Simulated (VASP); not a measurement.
# GaSb (F-43m) in VASP: a series of runs, part 2 of 2

VASP 6.6.1.

**3. Single point, r2SCAN (strain -0.025 along x and y, -0.025 along z)**

Contents of POSCAR:

```
GaSb
1.0
    0.0000000000      2.9825250000      2.9825250000
    2.9825250000      0.0000000000      2.9825250000
    2.9825250000      2.9825250000      0.0000000000
Ga Sb
1 1
Direct
    0.0000000000      0.0000000000      0.0000000000
    0.7500000000      0.7500000000      0.7500000000
```

Contents of INCAR.step1:

```
PREC = Accurate ; ENCUT = 520
ISMEAR = 0 ; SIGMA = 0.05
LREAL = False ; LASPH = True
NELM = 100 ; NBANDS = 16
GGA = PE ; ALGO = Normal
EDIFF = 1E-4 ; LWAVE = True
LCHARG = False
```

Contents of INCAR.step2:

```
PREC = Accurate ; ENCUT = 520
EDIFF = 1E-7 ; ISMEAR = 0
SIGMA = 0.05 ; LREAL = False
LASPH = True ; NELM = 100
ALGO = Normal ; ISIF = 2
LWAVE = False ; LCHARG = False
METAGGA = R2SCAN ; LMIXTAU = True
NBANDS = 16 ; ISTART = 1
```

Contents of KPOINTS:

```
Automatic mesh
0
Gamma
  10 10 10
```

Potentials or basis: VASP PAW PBE potentials, release 64 (Ga_d, Sb).

Command:

```
> cat potpaw_PBE.64/Ga_d/POTCAR potpaw_PBE.64/Sb/POTCAR > POTCAR
> cp INCAR.step1 INCAR
> mpirun -np 1 vasp_std > vasp.out
> cp INCAR.step2 INCAR
> mpirun -np 1 vasp_std > vasp.out
```

Wall time 91 s (1 thread of Intel Xeon Platinum 8259CL at 2.50GHz (Skylake/Cascade Lake), shared host); peak memory 0.21 GiB.

It converged, with:

| Item | Value |
| --- | --- |
| Free energy | -37.5308 eV |
| Pressure | 5.5 GPa |
| Band gap on the k mesh | 0.87 eV, indirect (least direct gap 1.04 eV) |

Levels at points of the mesh, in eV from the valence-band top:
```csv
k point,band 5,band 6,band 7,band 8,band 9,band 10,band 11,band 12,band 13,band 14
"(0.00, 0.00, 0.00)",-15.60,-12.51,0.00,0.00,0.00,1.04,2.94,2.94,2.94,6.45
"(0.50, 0.00, 0.00)",-15.59,-10.58,-7.00,-1.35,-1.35,0.87,4.00,4.00,6.88,10.46
"(0.50, 0.50, 0.00)",-15.59,-9.57,-7.44,-2.99,-2.99,1.02,1.33,9.79,9.79,11.50
```

Caveat: the cell differs from its parent crystal (strain -0.025 along x and y, -0.025 along z); the PAW data sets were made with another functional, which shifts forces and pressure a little; spin-orbit coupling is left out, which moves the levels of the heavy elements. A k mesh can miss the band edges.

**4. Single point, r2SCAN (strain +0.025 along x and y, +0.025 along z)**

Contents of POSCAR:

```
GaSb
1.0
    0.0000000000      3.1354750000      3.1354750000
    3.1354750000      0.0000000000      3.1354750000
    3.1354750000      3.1354750000      0.0000000000
Ga Sb
1 1
Direct
    0.0000000000      0.0000000000      0.0000000000
    0.7500000000      0.7500000000      0.7500000000
```

Contents of INCAR.step1:

```
SYSTEM = GaSb
PREC     = Accurate       ! precision mode
ENCUT    = 520            ! plane-wave cutoff, eV
ISMEAR   = 0              ! smearing method
SIGMA    = 0.05           ! smearing width, eV
LREAL    = .FALSE.        ! projectors in reciprocal space
LASPH    = .TRUE.         ! aspherical terms in the spheres
NELM     = 60             ! most SCF steps
NBANDS   = 16             ! bands
GGA      = PE             ! functional
ALGO     = Normal         ! electronic algorithm
EDIFF    = 1E-4           ! SCF threshold, eV
LWAVE    = .TRUE.         ! write WAVECAR
LCHARG   = .FALSE.        ! write CHGCAR
```

Contents of INCAR.step2:

```
SYSTEM = GaSb
PREC     = Accurate       ! precision mode
ENCUT    = 520            ! plane-wave cutoff, eV
EDIFF    = 1E-6           ! SCF threshold, eV
ISMEAR   = 0              ! smearing method
SIGMA    = 0.05           ! smearing width, eV
LREAL    = .FALSE.        ! projectors in reciprocal space
LASPH    = .TRUE.         ! aspherical terms in the spheres
NELM     = 60             ! most SCF steps
ALGO     = Normal         ! electronic algorithm
ISIF     = 2              ! what is computed and relaxed
LWAVE    = .FALSE.        ! write WAVECAR
LCHARG   = .FALSE.        ! write CHGCAR
METAGGA  = R2SCAN         ! meta-GGA
LMIXTAU  = .TRUE.       
NBANDS   = 16             ! bands
ISTART   = 1
```

Contents of KPOINTS:

```
regular mesh
0
G
  10 10 10
  0 0 0
```

Potentials or basis: VASP PAW PBE potentials, release 64 (Ga_d, Sb).

Command:

```
> cat potpaw_PBE.64/Ga_d/POTCAR potpaw_PBE.64/Sb/POTCAR > POTCAR
> cp INCAR.step1 INCAR
> mpirun -np 1 vasp_std > vasp.out
> cp INCAR.step2 INCAR
> mpirun -np 1 vasp_std > vasp.out
```

OUTCAR:

```text
SYSTEM = GaSb
   PREC = Accurate
   ENCUT = 520
   EDIFF = 1E-6
   ISMEAR = 0
   LREAL = .FALSE.
   LASPH = .TRUE.
   NELM = 60
   ISIF = 2
   METAGGA = R2SCAN
   ISTART = 1

 ion  position               nearest neighbor table
   1  0.000  0.000  0.000-   2 2.72   2 2.72   2 2.72   2 2.72
   2  0.750  0.750  0.750-   1 2.72   1 2.72   1 2.72   1 2.72

  LATTYP: Found a face centered cubic cell.
 ALAT       =     6.2709500000

  Lattice vectors:

 A1 = (   0.0000000000,   3.1354750000,   3.1354750000)
 A2 = (   3.1354750000,   0.0000000000,   3.1354750000)
 A3 = (   3.1354750000,   3.1354750000,   0.0000000000)

Analysis of symmetry for initial positions (statically):
=====================================================================
 Subroutine PRICEL returns:
 Original cell was already a primitive cell.

 Routine SETGRP: Setting up the symmetry group for a
 face centered cubic supercell.

 Subroutine GETGRP returns: Found 24 space group operations
 (whereof 24 operations were pure point group operations)
 out of a pool of 48 trial point group operations.

The static configuration has the point symmetry T_d .

Analysis of symmetry for dynamics (positions and initial velocities):
=====================================================================
 Subroutine PRICEL returns:
 Original cell was already a primitive cell.

 Routine SETGRP: Setting up the symmetry group for a
 face centered cubic supercell.

 Subroutine GETGRP returns: Found 24 space group operations
 (whereof 24 operations were pure point group operations)
 out of a pool of 48 trial point group operations.

The dynamic configuration has the point symmetry T_d .

 Subroutine INISYM returns: Found 24 space group operations
 (whereof 24 operations are pure point group operations),
 and found     1 'primitive' translations

----------------------------------------------------------------------------------------

                                     Primitive cell

  volume of cell :      61.6510

[... 103 lines left out ...]
   ISMEAR =     0;   SIGMA  =   0.05  broadening in eV -4-tet -1-fermi 0-gaus
   EFERMI_NEDOS =   21; number of points for ismear=-14 and -15
   IALGO  =     38    algorithm
   IMIX   =      4    mixing-type and parameters
     AMIX     =   0.40;   BMIX     =  1.00
     AMIX_MAG =   1.60;   BMIX_MAG =  1.00
  volume/ion in A,a.u.               =      30.83       208.02
  Fermi-wavevector in a.u.,A,eV,Ry     =   1.086056  2.052349 16.048320  1.179518
  Thomas-Fermi vector in A             =   2.222184
   LORBIT       =      0    0 simple, 1 ext, 2 COOP (PROOUT), +10 PAW based schemes
   METAGGA = R2SCAN    functional components
   LHFCALC =     F    Hartree Fock is set to
   AEXX    =    0.0000 exact exchange contribution
   IVDW    =     0    specifies the selected vdW correction
   LEPSILON=     F    determine dielectric tensor
   LRPA    =     F    only Hartree local field effects (RPA)
 non-spin polarized calculation
 Gauss-broadening in eV      SIGMA  =   0.05
  energy-cutoff  :      520.00
  volume of cell :       61.65
 maximum number of plane-waves:      1676
 NGX is ok and might be reduce to    36
   NGX = 17   NGY = 17   NGZ = 17

 number of electron      17.9999998 magnetization

 Free energy of the ion-electron system (eV)
  ---------------------------------------------------
  ext. energy  EPLUGINS =         0.00000000
  ---------------------------------------------------
  free energy    TOTEN  =       -37.56629458 eV

  energy without entropy =      -37.56621730  energy(sigma->0) =      -37.56625594

 E-fermi :   3.9642     XC(G=0):  -9.3827

 val. band max:        3.9490078488   @ k =   0.0000   0.0000   0.0000
 cond. band min:       4.4674884304   @ k =   0.5000   0.0000   0.0000
 fundamental gap:      0.5184805816
 Fermi energy:         3.9642470848

 k-point     1 :       0.0000    0.0000    0.0000
  band No.  band energies     occupation
      1     -11.4182      2.00000
      2     -11.4182      2.00000
      3     -11.4182      2.00000
      4     -11.3721      2.00000
      5     -11.3721      2.00000
      6      -7.4723      2.00000
[... 433 lines left out ...]
      3     -11.4024      2.00000
      4     -11.3786      2.00000
      5     -11.3694      2.00000
      6      -5.9360      2.00000
[... 8 lines left out ...]
     15      14.6020      0.00000
     16      14.6521      0.00000

 [... further k-points ...]
[... 5 lines left out ...]
  --------------------------------------------------------------------------------------
  -------------------------------------------------------------------------------------
  Total       -1.1405186     -1.1405186     -1.1405186      0.0000000      0.0000000     -0.0000000
  in kB      -29.6396409    -29.6396409    -29.6396409      0.0000000      0.0000000     -0.0000000
  external PRESSURE =     -29.6396409 kB  Pullay stress =       0.0000000 kB

 VOLUME and BASIS-vectors are now :
 -----------------------------------------------------------------------------
  energy-cutoff  :      520.00
  volume of cell :       61.65
      direct lattice vectors                 reciprocal lattice vectors
     0.000000000  3.135475000  3.135475000    -0.159465472  0.159465472  0.159465472
     3.135475000  0.000000000  3.135475000     0.159465472 -0.159465472  0.159465472
     3.135475000  3.135475000  0.000000000     0.159465472  0.159465472 -0.159465472

 POSITION                                       TOTAL-FORCE (eV/Angst)
 -----------------------------------------------------------------------------------
      0.00000      0.00000      0.00000         0.000000      0.000000      0.000000
      4.70321      4.70321      4.70321        -0.000000     -0.000000     -0.000000
 -----------------------------------------------------------------------------------
    total drift:                               -0.000006     -0.000006     -0.000006

  FREE ENERGIE OF THE ION-ELECTRON SYSTEM (eV)
  ---------------------------------------------------
  free  energy   TOTEN  =       -37.5662945755 eV

  energy  without entropy=      -37.5662172993  energy(sigma->0) =      -37.56625594
```

Wall time 2 min (1 thread of Intel Xeon Platinum 8259CL at 2.50GHz (Skylake/Cascade Lake), shared host); peak memory 0.23 GiB.

What came out:

```yaml
Free_energy: -37.5663 eV
Pressure: -3.0 GPa
Band_gap_on_the_k_mesh: zero (filled and empty bands touch)
```

Caveat: the cell differs from its parent crystal (strain +0.025 along x and y, +0.025 along z); the PAW data sets were made with another functional, which shifts forces and pressure a little; spin-orbit coupling is left out, which moves the levels of the heavy elements.

**5. Overview**

| cell | gap on the mesh (eV) | pressure (GPa) |
| --- | --- | --- |
| a = 4.110 Å, angles 60.0°, 2 atoms | 0.82 | 12.6 |
| a = 4.218 Å, angles 60.0°, 2 atoms | 0.87 | 5.5 |
| a = 4.434 Å, angles 60.0°, 2 atoms | none | -3.0 |

Alike in all rows: task single point; level r2SCAN; potentials or basis VASP PAW PBE potentials, release 64 (Ga_d, Sb); no spin polarisation; k mesh 10 × 10 × 10; cutoff (eV) 520; smearing gaussian 0.05 eV.

Caveats: the PAW data sets were made with another functional, which shifts forces and pressure a little; spin-orbit coupling is left out, which moves the levels of the heavy elements.

Absolute energies hang on the potentials; compare differences alone.
